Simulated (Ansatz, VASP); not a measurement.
One calculation of BaTiO3, two programs

File INCAR:

```
PREC     = Accurate       # precision mode
ENCUT    = 600            # plane-wave cutoff, eV
EDIFF    = 1E-7           # SCF threshold, eV
ISMEAR   = 0              # smearing method
SIGMA    = 0.02           # smearing width, eV
LREAL    = False          # projectors in reciprocal space
LASPH    = True           # aspherical terms in the spheres
NELM     = 150            # most SCF steps
ALGO     = Normal         # electronic algorithm
ISIF     = 3              # what is computed and relaxed
LWAVE    = False          # write WAVECAR
LCHARG   = False          # write CHGCAR
LMAXMIX  = 4              # l up to which the mixer works
LDAU     = True           # DFT+U
LDAUTYPE = 2            
LDAUL    = -1 2 -1        # shell
LDAUU    = 0 4 0          # U, eV
LDAUJ    = 0 0 0        
LDAUPRINT= 1            
GGA      = PE             # functional
IBRION   = 2              # ionic algorithm
NSW      = 100            # ionic steps
EDIFFG   = -0.005         # ionic threshold
```

Contents of KPOINTS:

```
Automatic mesh
0
Gamma
  8 8 8
```

File POSCAR:

```
BaTiO3
1.0
    3.9998000000      0.0000000000      0.0000000000
    0.0000000000      3.9998000000      0.0000000000
    0.0000000000      0.0000000000      4.0180000000
Ba Ti O
1 1 3
Direct
    0.0000000000      0.0000000000      0.0000000000
    0.5000000000      0.5000000000      0.4900000000
    0.5000000000      0.5000000000      0.0190000000
    0.5000000000      0.0000000000      0.5170000000
    0.0000000000      0.5000000000      0.5170000000
```

Input for Ansatz:

```yaml
crystal:
  lattice:
    - [3.9998, 0.0, 0.0]
    - [0.0, 3.9998, 0.0]
    - [0.0, 0.0, 4.018]
  atoms:
    - { symbol: Ba, position: [0.0, 0.0, 0.0] }
    - { symbol: Ti, position: [0.5, 0.5, 0.49] }
    - { symbol: O, position: [0.5, 0.5, 0.019] }
    - { symbol: O, position: [0.5, 0.0, 0.517] }
    - { symbol: O, position: [0.0, 0.5, 0.517] }
basis:
  ecutwfc: 420
kpoints:
  mp_grid: { grid: [8, 8, 8] }
hamiltonian:
  xc: pbe
  hubbard: { sites: [{ species: Ti, l: d, u_eff: 4.0 }] }
scf:
  occupations: { method: gaussian, width: 0.02 }
output:
  forces: true
  stress: true
  eigenvalues: true
relax:
  adjacent_minimum: "off"
  f_tol: 0.005
  max_steps: 80
  cell: { stress_tol: 0.05 }
```

Alike in both runs: task relaxation of cell and atoms; functional PBE; k mesh 8 × 8 × 8; occupations gaussian, width 0.02 eV; no spin polarisation; Hubbard terms Ti d U = 4.0 eV.

```csv
,VASP,Ansatz
version,VASP 6.6.1,Ansatz 0.2.0
potentials or method,"VASP PAW PBE potentials, release 64 (Ba_sv, Ti_sv, O), cutoff 600 eV","scalar-relativistic, plane waves, PAW"
valence electrons in the cell,40,40
```

|  | VASP | Ansatz | Ansatz less VASP |
| --- | --- | --- | --- |
| gap on the k mesh at the Fermi level, each at its own relaxed structure (eV) | 2.12 | 2.27 | +0.149 |
| relaxed volume (Å³/atom) | 13.35 | 13.28 | -0.067 |
| relaxed length of the cell vector where the two differ most in proportion (Å) | 4.056 | 4.127 | +0.0706 |

The programs project onto different local orbitals, so the same U acts differently, and such runs can settle in different states.

Spin-orbit coupling is off throughout.
